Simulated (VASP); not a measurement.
A run of VASP 6.6.1 is set up as follows.

INCAR

```
SYSTEM = N
PREC = Accurate
ENCUT = 600
EDIFF = 1E-6
ISMEAR = -1
SIGMA = 0.05
LREAL = .False.
LASPH = .True.
NELM = 60
ALGO = Normal
ISIF = 3
LWAVE = .False.
LCHARG = .False.
GGA = RE
IBRION = 2
NSW = 80
EDIFFG = -0.01
```

Contents of KPOINTS:

```
Automatic mesh
0
Gamma
  3 3 3
  0 0 0
```

File POSCAR:

```
N
1.0
    5.6440000000      0.0000000000      0.0000000000
    0.0000000000      5.6440000000      0.0000000000
    0.0000000000      0.0000000000      5.6440000000
N
8
Direct
    0.0540000000      0.0540000000      0.0540000000
    0.4460000000      0.9460000000      0.5540000000
    0.5540000000      0.4460000000      0.9460000000
    0.9460000000      0.5540000000      0.4460000000
    0.9460000000      0.9460000000      0.9460000000
    0.5540000000      0.0540000000      0.4460000000
    0.4460000000      0.5540000000      0.0540000000
    0.0540000000      0.4460000000      0.5540000000
```

Potentials or basis: VASP PAW PBE potentials, release 64 (N).

The run is started by

```sh
$ cat potpaw_PBE.64/N/POTCAR > POTCAR
$ mpirun -np 1 vasp_std > vasp.out
```

Problem. Estimate the relaxed cell.

Solution. a = 6.212 Å, b = 6.212 Å, c = 6.212 Å, α = 90.00°, β = 90.00°, γ = 90.00°.

Problem. Predict the space group after relaxing (to 0.05 Å).

Solution. Pa-3 (No. 205).

Problem. Estimate the band gap on the k mesh.

Solution. 7.58 eV, indirect (least direct gap 7.59 eV).

Problem. What does it give for the relaxed volume?

Solution. 29.96 Å³/atom.

Final structure:
```yaml
crystal:
  lattice:
    - [6.21193, 0.00000, 0.00000]
    - [0.00000, 6.21193, 0.00000]
    - [0.00000, 0.00000, 6.21193]
  atoms:
    - { symbol: N, position: [0.05187, 0.05187, 0.05187] }
    - { symbol: N, position: [0.44813, 0.94813, 0.55187] }
    - { symbol: N, position: [0.55187, 0.44813, 0.94813] }
    - { symbol: N, position: [0.94813, 0.55187, 0.44813] }
    - { symbol: N, position: [0.94813, 0.94813, 0.94813] }
    - { symbol: N, position: [0.55187, 0.05187, 0.44813] }
    - { symbol: N, position: [0.44813, 0.55187, 0.05187] }
    - { symbol: N, position: [0.05187, 0.44813, 0.55187] }
```

Caveat: the standard files for N, O and F lose accuracy on very short bonds; the volume moved by over 15 % at a fixed basis, so the end points are rough; the PAW data sets were made with another functional, which shifts forces and pressure a little; the volume moved by +33 % from the deposited cell, more than functionals usually miss. A k mesh can miss the band edges.
